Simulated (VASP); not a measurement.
Crystal: B2SbP3.

```
B Sb P
1.0
     3.18008    0.00000    0.00000
    -1.59004    2.75403    0.00000
     0.00000    0.00000    9.85989
B Sb P
2 1 3
Direct
  0.33333 0.66667 0.65013
  0.66667 0.33333 0.34987
  0.00000 0.00000 0.00000
  0.00000 0.00000 0.50000
  0.33333 0.66667 0.26844
  0.66667 0.33333 0.73156
```

The cell was built from a structure type or drawn by symmetry, and may not be a known phase.

| Item | Value |
| --- | --- |
| Program | VASP 6.6.1 |
| Task | relaxation of cell and atoms |
| Functional | PBE |
| Potentials or basis | VASP PAW PBE potentials, release 64 (B, Sb, P) |
| Cutoff | 600 eV |
| k mesh | 12 × 12 × 4 |
| Occupations | gaussian, width 0.1 eV |
| Spin | no spin polarisation |

At the start: pressure -0.1 GPa; volume 14.39 Å³/atom.

Task: How do energy, volume and symmetry change on relaxing?

Result: Over 13 steps the energy falls by 5.2 meV/atom and the volume is 14.50 Å³/atom (+0.8 %); space group P-3m1 (No. 164, to 0.1 Å) before and after.

The path:
```tsv
step	energy change (eV)	largest force (eV/Å)	pressure (GPa)	volume (Å³)
1	0.0000	0.1804	-0.09	86.35
2	-0.0244	0.1135	0.38	86.24
3	-0.0260	0.1113	0.55	86.19
4	-0.0281	0.1159	-0.18	86.84
5	-0.0282	0.1171	-0.35	86.99
6	-0.0298	0.0691	-0.21	87.07
7	-0.0305	0.0352	-0.04	87.15
8	-0.0305	0.0400	-0.03	87.16
9	-0.0307	0.0318	-0.02	87.13
10	-0.0309	0.0069	0.01	87.06
11	-0.0310	0.0058	0.02	87.04
12	-0.0311	0.0038	-0.02	87.03
13	-0.0311	0.0040	-0.07	87.02
```

Final structure:
```xyz
6
Lattice="3.1592 0.0000 0.0000 -1.5796 2.7359 0.0000 0.0000 0.0000 10.0682" Properties=species:S:1:pos:R:3 pbc="T T T"
B     0.0000    1.8240    6.5916
B     1.5796    0.9120    3.4766
Sb    0.0000    0.0000    0.0000
P     0.0000    0.0000    5.0341
P     0.0000    1.8240    2.6846
P     1.5796    0.9120    7.3836
```
